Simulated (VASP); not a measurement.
Set up this calculation in VASP 6.6.1, as the native input.

```
Task                   : single point
Functional             : PBE
Potentials or basis    : VASP PAW PBE potentials, release 64 (Fe, O)
Cutoff                 : 600 eV
k mesh                 : 10 × 10 × 10
Occupations            : fermi-dirac, width 0.05 eV
Spin                   : collinear spin, zero start
Starting moments       : [0.0, 0.0] μB
Fixed moment           : 0 μB
Dipole correction      : no
Further INCAR settings : ALGO = Normal; EDIFF = 1e-06; NBANDS = 18
```

The structure of FeO (Wuestite) lies in POSCAR:

```
FeO
1.0
    0.0000000000      2.1554000000      2.1554000000
    2.1554000000      0.0000000000      2.1554000000
    2.1554000000      2.1554000000      0.0000000000
Fe O
1 1
Direct
    0.0000000000      0.0000000000      0.0000000000
    0.5000000000      0.5000000000      0.5000000000
```

These files were run (other wordings do the same):

INCAR

```
SYSTEM = FeO
  PREC = Accurate
  ENCUT = 600
  EDIFF = 1E-6
  ISMEAR = -1
  SIGMA = 0.05
  LREAL = .FALSE.
  LASPH = .TRUE.
  NELM = 200
  ALGO = Normal
  ISIF = 2
  LWAVE = .FALSE.
  LCHARG = .FALSE.
  ISPIN = 2
  MAGMOM = 0 0
  LORBIT = 11
  NUPDOWN = 0.0
  LMAXMIX = 4
  GGA = PE
  NBANDS = 18
  GGA_COMPAT = .FALSE.
```

KPOINTS

```
Automatic mesh
0
G
  10 10 10
  0 0 0
```

Potentials or basis: VASP PAW PBE potentials, release 64 (Fe, O).

Launch:

```bash
$ cat potpaw_PBE.64/Fe/POTCAR potpaw_PBE.64/O/POTCAR > POTCAR
$ mpirun -np 1 vasp_std > vasp.out
```

Results of the run:

```yaml
Pressure: -25.7 GPa
Net_moment: 0.00 μB per cell
Valence_electrons_inside_the_program's_atomic_spheres: Fe 6.86; O 4.92
```

Caveat: the total moment is fixed, so each spin has its own Fermi level.

Wall time 40 s on 1 thread of AMD EPYC 9R45 (Zen 5), with other jobs on the host, peak memory 0.13 GiB.
